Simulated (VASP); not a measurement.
Runs of VASP 6.6.1 on SnO2. The structure is that of space group R-3m (No. 166), or close to it. The cells are those of the table. 

| cell | gap on the mesh (eV) | pressure (GPa) | largest force (eV/Å) |
| --- | --- | --- | --- |
| a = 5.218 Å, angles 36.1°, 3 atoms | 1.77 | -9.5 | 0.81 |
| a = 5.353 Å, angles 35.2°, 3 atoms | (a) | (b) | 1.18 |
| a = 5.285 Å, angles 35.6°, 3 atoms | 1.78 | -10.4 | 0.99 |
| a = 5.017 Å, angles 37.6°, 3 atoms | 1.76 | -6.2 | 0.23 |
| a = 5.084 Å, angles 37.1°, 3 atoms | 1.76 | -7.4 | 0.42 |

Alike in all rows: task single point; level LDA; potentials or basis VASP PAW LDA potentials, release 64 (Sn_d, O); no spin polarisation; k mesh 12 × 12 × 12; cutoff (eV) 520; smearing gaussian 0.05 eV.

Task: Fill in the values left out.

Result: (a) 1.79; (b) -11.3.

Caveats: the cell stands under tension; spin-orbit coupling is left out, which moves the levels of the heavy elements; forces of over 1 eV/Å act on the atoms, so gaps and moduli don't describe the material at rest (at least some runs).

A k mesh can miss the band edges, and the runs leave out spin-orbit coupling on Sn.
